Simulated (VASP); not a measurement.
# C (Fd-3m) in VASP: notebook

C is run at these levels: PBE; tasks: single point.

All numbers are computed with VASP 6.6.1; they aren't measurements. Logs are shortened: lines on timing, memory, paths and dates and some standing lists are left out, and cuts for length are marked.

## 1. The cell of the first run

The structure is cubic, space group Fd-3m (No. 227). Conventional cell: a = 3.567 Å, b = 3.567 Å, c = 3.567 Å, α = 90.00°, β = 90.00°, γ = 90.00°. C (site symmetry -43m) has 4 C at 1.54 Å within 2.1 Å.

## 2. Single point, PBE

Input file INCAR:

```
  PREC = Accurate
  ENCUT = 600
  EDIFF = 1E-6
  ISMEAR = -1
  SIGMA = 0.1
  LREAL = False
  LASPH = True
  NELM = 120
  ALGO = Normal
  ISIF = 2
  LWAVE = False
  LCHARG = True
  GGA = PE
  LELF = True
  LVHAR = True
  NBANDS = 11
  GGA_COMPAT = False
```

Input file KPOINTS:

```
Automatic mesh
0
Gamma
  14 14 14
```

Input file POSCAR:

```
C
1.0
    0.0000000000      1.7833600000      1.7833600000
    1.7833600000      0.0000000000      1.7833600000
    1.7833600000      1.7833600000      0.0000000000
C
2
Direct
    0.5000000000      0.5000000000      0.5000000000
    0.7500000000      0.7500000000      0.7500000000
```

Potentials or basis: VASP PAW PBE potentials, release 64 (C).

Started as:

```
$ cat potpaw_PBE.64/C/POTCAR > POTCAR
$ mpirun -np 1 vasp_std > vasp.out
```

OUTCAR:

```text
PREC = Accurate
   ENCUT = 600
   EDIFF = 1E-6
   ISMEAR = -1
   LREAL = False
   LASPH = True
   NELM = 120
   ISIF = 2
   GGA = PE

 ion  position               nearest neighbor table
   1  0.500  0.500  0.500-   2 1.54   2 1.54   2 1.54   2 1.54
   2  0.750  0.750  0.750-   1 1.54   1 1.54   1 1.54   1 1.54

  LATTYP: Found a face centered cubic cell.
 ALAT       =     3.5667200000

  Lattice vectors:

 A1 = (   0.0000000000,   1.7833600000,   1.7833600000)
 A2 = (   1.7833600000,   0.0000000000,   1.7833600000)
 A3 = (   1.7833600000,   1.7833600000,   0.0000000000)

Analysis of symmetry for initial positions (statically):
=====================================================================
 Subroutine PRICEL returns:
 Original cell was already a primitive cell.

 Routine SETGRP: Setting up the symmetry group for a
 face centered cubic supercell.

 Subroutine GETGRP returns: Found 48 space group operations
 (whereof 24 operations were pure point group operations)
 out of a pool of 48 trial point group operations.

The static configuration has the point symmetry T_d .
 The point group associated with its full space group is O_h .

Analysis of symmetry for dynamics (positions and initial velocities):
=====================================================================
 Subroutine PRICEL returns:
 Original cell was already a primitive cell.

 Routine SETGRP: Setting up the symmetry group for a
 face centered cubic supercell.

 Subroutine GETGRP returns: Found 48 space group operations
 (whereof 24 operations were pure point group operations)
 out of a pool of 48 trial point group operations.

The dynamic configuration has the point symmetry T_d .
 The point group associated with its full space group is O_h .

 Subroutine INISYM returns: Found 48 space group operations
 (whereof 24 operations are pure point group operations),
 and found     1 'primitive' translations

----------------------------------------------------------------------------------------

                                     Primitive cell

  volume of cell :      11.3435

  direct lattice vectors                    reciprocal lattice vectors
     0.000000000  1.783360000  1.783360000    -0.280369639  0.280369639  0.280369639
     1.783360000  0.000000000  1.783360000     0.280369639 -0.280369639  0.280369639
[... 90 lines left out ...]
   NFREE  =      0    steps in history (QN), initial steepest desc. (CG)
   ISIF   =      2    stress and relaxation
   ISYM   =      2    0-nonsym 1-usesym 2-fastsym
   POTIM  = 0.5000    time-step for ionic-motion
   TEBEG  =    0.0;   TEEND  =   0.0 temperature during run
   PSTRESS=    0.0 pullay stress
   NELECT =       8.0000    total number of electrons
   NUPDOWN=      -1.0000    fix difference up-down
   EMIN   =  10.00;   EMAX   =-10.00  energy-range for DOS
   EFERMI =   0.00;   METHOD = LEGACY
   ISMEAR =    -1;   SIGMA  =   0.10  broadening in eV -4-tet -1-fermi 0-gaus
   EFERMI_NEDOS =   21; number of points for ismear=-14 and -15
   IALGO  =     38    algorithm
   IMIX   =      4    mixing-type and parameters
     AMIX     =   0.40;   BMIX     =  1.00
     AMIX_MAG =   1.60;   BMIX_MAG =  1.00
  volume/ion in A,a.u.               =       5.67        38.27
  Fermi-wavevector in a.u.,A,eV,Ry     =   1.457211  2.753730 28.891485  2.123464
  Thomas-Fermi vector in A             =   2.574039
   LORBIT       =      0    0 simple, 1 ext, 2 COOP (PROOUT), +10 PAW based schemes
   GGA     = PE    functional components
   LHFCALC =     F    Hartree Fock is set to
   AEXX    =    0.0000 exact exchange contribution
   IVDW    =     0    specifies the selected vdW correction
   LEPSILON=     F    determine dielectric tensor
   LRPA    =     F    only Hartree local field effects (RPA)
 non-spin polarized calculation
  energy-cutoff  :      600.00
  volume of cell :       11.34
 maximum number of plane-waves:       388
   NGX =  9   NGY =  9   NGZ =  9

 number of electron       7.9999999 magnetization

 Free energy of the ion-electron system (eV)
  ---------------------------------------------------
  ext. energy  EPLUGINS =         0.00000000
  ---------------------------------------------------
  free energy    TOTEN  =       -18.19006976 eV

  energy without entropy =      -18.19006976  energy(sigma->0) =      -18.19006976

 E-fermi :  11.5144     XC(G=0): -13.2508

 val. band max:        9.7287455766   @ k =   0.0000   0.0000   0.0000
 cond. band min:      13.8585341986   @ k =   0.3571   0.3571   0.0000
 fundamental gap:      4.1297886220
 Fermi energy:        11.5143881730

 k-point     1 :       0.0000    0.0000    0.0000
  band No.  band energies     occupation
      1     -11.7479      2.00000
      2       9.7287      2.00000
      3       9.7287      2.00000
      4       9.7287      2.00000
      5      15.3190      0.00000
      6      15.3190      0.00000
      7      15.3190      0.00000
      8      23.0604      0.00000
      9      29.0240      0.00000
     10      36.2651      0.00000
     11      36.2651      0.00000
[... 309 lines left out ...]
 k-point    24 :       0.2857    0.1429    0.0000
  band No.  band energies     occupation
      1      -9.6968      2.00000
      2       3.7094      2.00000
      3       6.4111      2.00000
      4       7.1331      2.00000
      5      15.6448      0.00000
      6      19.7002      0.00000
      7      19.8000      0.00000
      8      22.1184      0.00000
      9      30.1058      0.00000
     10      31.1612      0.00000
     11      36.0022      0.00000

 [... further k-points ...]

------------------------ aborting loop because EDIFF is reached ----------------------------------------

  FORCE on cell =-STRESS in cart. coord.  units (eV):
  Direction    XX          YY          ZZ          XY          YZ          ZX
  --------------------------------------------------------------------------------------
  -------------------------------------------------------------------------------------
  Total        0.1263534      0.1263534      0.1263534     -0.0000000     -0.0000000      0.0000000
  in kB       17.8463995     17.8463995     17.8463995     -0.0000000     -0.0000000      0.0000000
  external PRESSURE =      17.8463995 kB  Pullay stress =       0.0000000 kB

 VOLUME and BASIS-vectors are now :
 -----------------------------------------------------------------------------
  energy-cutoff  :      600.00
  volume of cell :       11.34
      direct lattice vectors                 reciprocal lattice vectors
     0.000000000  1.783360000  1.783360000    -0.280369639  0.280369639  0.280369639
     1.783360000  0.000000000  1.783360000     0.280369639 -0.280369639  0.280369639
     1.783360000  1.783360000  0.000000000     0.280369639  0.280369639 -0.280369639

 POSITION                                       TOTAL-FORCE (eV/Angst)
 -----------------------------------------------------------------------------------
      1.78336      1.78336      1.78336         0.000000      0.000000      0.000000
      2.67504      2.67504      2.67504        -0.000000     -0.000000     -0.000000
 -----------------------------------------------------------------------------------
    total drift:                                0.000000     -0.000000      0.000000

  FREE ENERGIE OF THE ION-ELECTRON SYSTEM (eV)
  ---------------------------------------------------
  free  energy   TOTEN  =       -18.1900697579 eV

  energy  without entropy=      -18.1900697578  energy(sigma->0) =      -18.19006976
```

stdout:

```text
POSCAR found type information on POSCAR C
 POSCAR found :  1 types and       2 ions
 scaLAPACK will be used
 LDA part: xc-table for (Slater+PW92), standard interpolation
 POSCAR, INCAR and KPOINTS ok, starting setup
 FFT: planning ... GRIDC
 FFT: planning ... GRID_SOFT
 FFT: planning ... GRID
 WAVECAR not read
 entering main loop
```

Wall time 5.3 s (1 thread of Intel Xeon 6975P-C (Granite Rapids), shared host); peak memory 0.12 GiB.

What came out:

- Free energy: -18.1901 eV
- Pressure: 1.8 GPa
- Band gap on the k mesh: 4.13 eV, indirect (least direct gap 5.59 eV)

A k mesh can miss the band edges. PBE gaps usually lie below the measured ones, often by a third to a half.

## 3. Single point, PBE

Input file INCAR:

```
SYSTEM = C
PREC = Accurate ; ENCUT = 600
EDIFF = 1E-6 ; ISMEAR = -1
SIGMA = 0.1 ; LREAL = .False.
LASPH = .True. ; NELM = 120
ALGO = Normal ; ISIF = 2
LWAVE = .False. ; LCHARG = .False.
GGA = PE ; NBANDS = 11
GGA_COMPAT = .False.
```

Input file KPOINTS:

```
regular mesh
0
Gamma
  14 14 14
  0 0 0
```

POSCAR is that of step 2.

Potentials or basis: VASP PAW PBE potentials, release 64 (C).

Started as:

```
$ cat potpaw_PBE.64/C/POTCAR > POTCAR
$ mpirun -np 1 vasp_std > vasp.out
```

It took 5 s on 1 thread of Intel Xeon 6975P-C (Granite Rapids), shared host; peak memory 0.12 GiB.

Results (log left out):

- Free energy: -18.1901 eV
- Pressure: 1.8 GPa
- Band gap on the k mesh: 4.13 eV, indirect (least direct gap 5.59 eV)

Levels at points of the mesh, in eV from the valence-band top:
| k point | band 1 | band 2 | band 3 | band 4 | band 5 | band 6 | band 7 | band 8 |
| --- | --- | --- | --- | --- | --- | --- | --- | --- |
| (0.00, 0.00, 0.00) | -21.48 | 0.00 | 0.00 | 0.00 | 5.59 | 5.59 | 5.59 | 13.33 |
| (0.50, 0.00, 0.00) | -15.70 | -13.37 | -2.80 | -2.80 | 8.46 | 8.46 | 8.85 | 15.70 |
| (0.50, 0.50, 0.00) | -12.76 | -12.76 | -6.30 | -6.30 | 4.76 | 4.76 | 16.80 | 16.80 |

A k mesh can miss the band edges. PBE gaps usually lie below the measured ones, often by a third to a half.
